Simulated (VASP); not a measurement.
Here is a VASP 6.6.1 calculation.

Contents of INCAR:

```
ALGO     = Normal         # electronic algorithm
EDIFF    = 1E-6           # SCF threshold, eV
ENCUT    = 500            # plane-wave cutoff, eV
GGA      = PE             # functional
GGA_COMPAT= F            
ISIF     = 2              # what is computed and relaxed
ISMEAR   = 0              # smearing method
LASPH    = T              # aspherical terms in the spheres
LCHARG   = F              # write CHGCAR
LREAL    = F              # projectors in reciprocal space
LWAVE    = F              # write WAVECAR
NBANDS   = 17             # bands
NELM     = 120            # most SCF steps
PREC     = Accurate       # precision mode
SIGMA    = 0.05           # smearing width, eV
```

KPOINTS

```
k-points
0
Gamma
  6 6 6
```

The input POSCAR:

```
TePb
1.0
    0.0000000000      3.2270013417      3.2270013417
    3.2270013417      0.0000000000      3.2270013417
    3.2270013417      3.2270013417      0.0000000000
Pb Te
1 1
Direct
    0.5000000000      0.5000000000      0.5000000000
    0.0000000000      0.0000000000      0.0000000000
```

Potentials or basis: VASP PAW PBE potentials, release 64 (Pb_d, Te).

Launch:

```bash
$ cat potpaw_PBE.64/Pb_d/POTCAR potpaw_PBE.64/Te/POTCAR > POTCAR
$ mpirun -np 1 vasp_std > vasp.out
```

(1) Predict the band gap on the k mesh.

(2) What does it give for the pressure?

## Answers

(1) 0.73 eV, direct.

(2) 2.3 GPa.

Caveat: spin-orbit coupling is left out, which moves the levels of the heavy elements.
